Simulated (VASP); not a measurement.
Here is a VASP 6.6.1 calculation.

INCAR

```
PREC = Accurate
ENCUT = 600
EDIFF = 1E-6
ISMEAR = 0
SIGMA = 0.1
LREAL = F
LASPH = T
NELM = 100
ALGO = Fast
ISIF = 3
LWAVE = F
LCHARG = F
GGA = PE
IBRION = 2
NSW = 80
EDIFFG = -0.01
```

KPOINTS

```
regular mesh
0
Gamma
  12 12 12
```

The input POSCAR:

```
Sn
1.0
    0.0000000000      3.3290096637      3.3290096637
    3.3290096637      0.0000000000      3.3290096637
    3.3290096637      3.3290096637      0.0000000000
Sn
2
Direct
    0.2500000000      0.2500000000      0.2500000000
    0.0000000000      0.0000000000      0.0000000000
```

Potentials or basis: VASP PAW PBE potentials, release 64 (Sn_d).

Run with:

```sh
$ cat potpaw_PBE.64/Sn_d/POTCAR > POTCAR
$ mpirun -np 1 vasp_std > vasp.out
```

Question: Predict the band gap on the k mesh.

Answer: Zero (bands 14 and 15 overlap by 0.23 eV).

Final structure:
```
Sn
1.0
     0.00000    3.32901    3.32901
     3.32901    0.00000    3.32901
     3.32901    3.32901    0.00000
Sn
2
Cartesian
  1.6645 1.6645 1.6645
  0.0000 0.0000 0.0000
```

Caveat: the relaxation stopped at its first step, so nothing moved; spin-orbit coupling is left out, which moves the levels of the heavy elements.
